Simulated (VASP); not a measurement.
A run of VASP 6.6.1:

File POSCAR:

```
SbTePd
1.0
    6.6142771500      0.0000000000      0.0000000000
    0.0000000000      6.6142771500      0.0000000000
    0.0000000000      0.0000000000      6.6142771500
Sb Te Pd
4 4 4
Direct
    0.6253423100      0.6253423100      0.6253423100
    0.8746576900      0.3746576900      0.1253423100
    0.1253423100      0.8746576900      0.3746576900
    0.3746576900      0.1253423100      0.8746576900
    0.3744222700      0.3744222700      0.3744222700
    0.1255777300      0.6255777300      0.8744222700
    0.8744222700      0.1255777300      0.6255777300
    0.6255777300      0.8744222700      0.1255777300
    1.0048597600      1.0048597600      1.0048597600
    0.4951402400     -0.0048597600      0.5048597600
    0.5048597600      0.4951402400     -0.0048597600
   -0.0048597600      0.5048597600      0.4951402400
```

Contents of INCAR.step1:

```
  ALGO = Normal
  EDIFF = 1E-4
  ENCUT = 520
  GGA = PE
  ISMEAR = -1
  LASPH = T
  LCHARG = F
  LREAL = F
  LWAVE = T
  NBANDS = 54
  NELM = 80
  PREC = Accurate
  SIGMA = 0.1
```

Contents of INCAR.step2:

```
  ALGO = Normal
  EDIFF = 1E-7
  ENCUT = 520
  ISIF = 2
  ISMEAR = -1
  ISTART = 1
  LASPH = T
  LCHARG = F
  LMIXTAU = T
  LREAL = F
  LWAVE = F
  METAGGA = R2SCAN
  NBANDS = 54
  NELM = 80
  PREC = Accurate
  SIGMA = 0.1
```

Contents of KPOINTS:

```
k-points
0
Gamma
  5 5 5
```

Potentials or basis: VASP PAW PBE potentials, release 64 (Sb, Te, Pd).

Run with:

```bash
$ cat potpaw_PBE.64/Sb/POTCAR potpaw_PBE.64/Te/POTCAR potpaw_PBE.64/Pd/POTCAR > POTCAR
$ cp INCAR.step1 INCAR
$ mpirun -np 1 vasp_std > vasp.out
$ cp INCAR.step2 INCAR
$ mpirun -np 1 vasp_std > vasp.out
```

Hardware: 1 thread of AMD EPYC 7R13 Processor (Zen 3), on a shared host.

Question: How long does it take, and how much memory?

Answer: Wall time 11 min on 1 thread of AMD EPYC 7R13 Processor (Zen 3), on a shared host, peak memory 0.44 GiB. Counts: k points 11.
